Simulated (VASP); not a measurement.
Wanted: the native input for a VASP 6.6.1 run.

```yaml
Task: single point
Functional: LDA
Potentials_or_basis: VASP PAW LDA potentials, release 64 (Mo_sv)
Cutoff: 520 eV
k_mesh: 9 × 9 × 1
Occupations: fermi-dirac, width 0.1 eV
Spin: no spin polarisation
Dipole_correction: yes
Further_INCAR_settings: ALGO = Normal; EDIFF = 1e-06; NBANDS = 43
```

The structure of Mo lies in POSCAR:

```
Mo
1.0
    4.4006566667      0.0000000000      0.0000000000
   -2.2003283334      3.8110804667      0.0000000000
    0.0000000000      0.0000000000     19.5931000000
Mo
5
Direct
    0.8333333333      0.1666666667      0.4214869293
    0.1666666667      0.8333333333      0.4573659608
    0.5000000000      0.5000000000      0.4999999551
    0.8333333333      0.1666666667      0.5426340639
    0.1666666667      0.8333333333      0.5785130908
```

The input as run:

INCAR

```
ALGO     = Normal         # electronic algorithm
DIPOL    = 0.5 0.5 0.500
EDIFF    = 1E-6           # SCF threshold, eV
ENCUT    = 520            # plane-wave cutoff, eV
GGA      = CA             # functional
IDIPOL   = 3            
ISIF     = 2              # what is computed and relaxed
ISMEAR   = -1             # smearing method
LASPH    = T              # aspherical terms in the spheres
LCHARG   = T              # write CHGCAR
LDIPOL   = T            
LELF     = T              # ELF
LREAL    = F              # projectors in reciprocal space
LVACPOTAV= T            
LVHAR    = T            
LWAVE    = F              # write WAVECAR
NBANDS   = 43             # bands
NELM     = 100            # most SCF steps
PREC     = Accurate       # precision mode
SIGMA    = 0.1            # smearing width, eV
```

KPOINTS

```
k-points
0
Gamma
  9 9 1
```

Potentials or basis: VASP PAW LDA potentials, release 64 (Mo_sv).

Command:

```sh
$ cat potpaw_LDA.64/Mo_sv/POTCAR > POTCAR
$ mpirun -np 1 vasp_std > vasp.out
```

Results of the run:

```yaml
Largest_force: 0.152 eV/Å
Band_gap_on_the_k_mesh: zero (band 35 reaches -0.21 eV, above the bottom of band 36 at -0.26 eV)
```

It took 5.8 min on 1 thread of Intel Xeon 6975P-C, with other jobs on the host, peak memory 0.4 GiB.
